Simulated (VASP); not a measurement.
Crystal: Ga.

```
Ga
1.0
    -1.38440    1.38440    2.31122
     1.38440   -1.38440    2.31122
     1.38440    1.38440   -2.31122
Ga
1
Direct
  0.00000 0.00000 0.00000
```

```yaml
Program: VASP 6.6.1
Task: relaxation of cell and atoms
Functional: RPBE
Dispersion: D4
Potentials_or_basis: VASP PAW PBE potentials, release 64 (Ga_d)
Cutoff: 600 eV
k_mesh: 13 × 13 × 13
Occupations: fermi-dirac, width 0.05 eV
Spin: no spin polarisation
```

At the start: pressure -2.3 GPa; volume 17.72 Å³/atom.

**Question.** Where does the relaxation end?

**Answer.** Over 10 steps the energy falls by 6.6 meV/atom and the volume is 16.99 Å³/atom (-4.1 %); space group I4/mmm (No. 139, to 0.1 Å) before and after.

The path:
```tsv
step	energy change (eV)	largest force (eV/Å)	pressure (GPa)	volume (Å³)
1	0.0000	0.0000	-2.33	17.72
2	-0.0051	0.0000	-0.06	17.07
3	-0.0051	0.0000	0.17	17.03
4	-0.0051	0.0000	0.04	17.04
5	-0.0055	0.0000	-0.13	17.03
6	-0.0066	0.0000	-0.11	17.00
7	-0.0050	0.0000	0.59	16.91
8	-0.0066	0.0000	0.15	16.97
9	-0.0066	0.0000	0.15	16.98
10	-0.0066	0.0000	-0.02	16.99
```

Final structure:
```yaml
crystal:
  lattice:
    - [-1.37948, 1.37948, 2.23159]
    - [1.37948, -1.37948, 2.23159]
    - [1.37948, 1.37948, -2.23159]
  atoms:
    - { symbol: Ga, position: [0.00000, 0.00000, 0.00000] }
```

Caveat: the PAW data sets were made with another functional, which shifts forces and pressure a little.
